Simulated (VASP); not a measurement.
Set up this calculation in VASP 6.6.1, as the native input.

```yaml
Task: single point
Functional: PBE
Potentials_or_basis: VASP PAW PBE potentials, release 64 (Ag)
Cutoff: 520 eV
k_mesh: 17 × 17 × 17
Occupations: fermi-dirac, width 0.05 eV
Spin: no spin polarisation
Dipole_correction: no
Further_INCAR_settings: ALGO = Normal; EDIFF = 1e-06; NBANDS = 12
```

The structure of Ag lies in POSCAR:

```
Ag
1.0
    2.6520859476      0.0000000000      0.0000000000
    0.0000000000      2.6520859476      0.0000000000
    0.0000000000      0.0000000000      2.6520859476
Ag
1
Direct
    0.0000000000      0.0000000000      0.0000000000
```

This isn't the form of Ag at room conditions, which is fcc.

These files were run (other wordings do the same):

INCAR

```
PREC = Accurate
ENCUT = 520
EDIFF = 1E-6
ISMEAR = -1
SIGMA = 0.05
LREAL = F
LASPH = T
NELM = 60
ALGO = Normal
ISIF = 2
LWAVE = F
LCHARG = F
GGA = PE
NBANDS = 12
```

KPOINTS

```
Automatic mesh
0
Gamma
  17 17 17
```

Potentials or basis: VASP PAW PBE potentials, release 64 (Ag).

Launch:

```console
$ cat potpaw_PBE.64/Ag/POTCAR > POTCAR
$ mpirun -np 1 vasp_std > vasp.out
```

It gave:

```
Pressure               : 9.8 GPa
Band gap on the k mesh : zero (an odd number of electrons rules out a gap without spin polarisation)
```

Caveat: the cell stands under pressure.

Run time: 14 s on 1 thread of Intel(R) Xeon(R) Platinum 8488C (Sapphire Rapids), with other jobs on the host, peak memory 0.15 GiB.
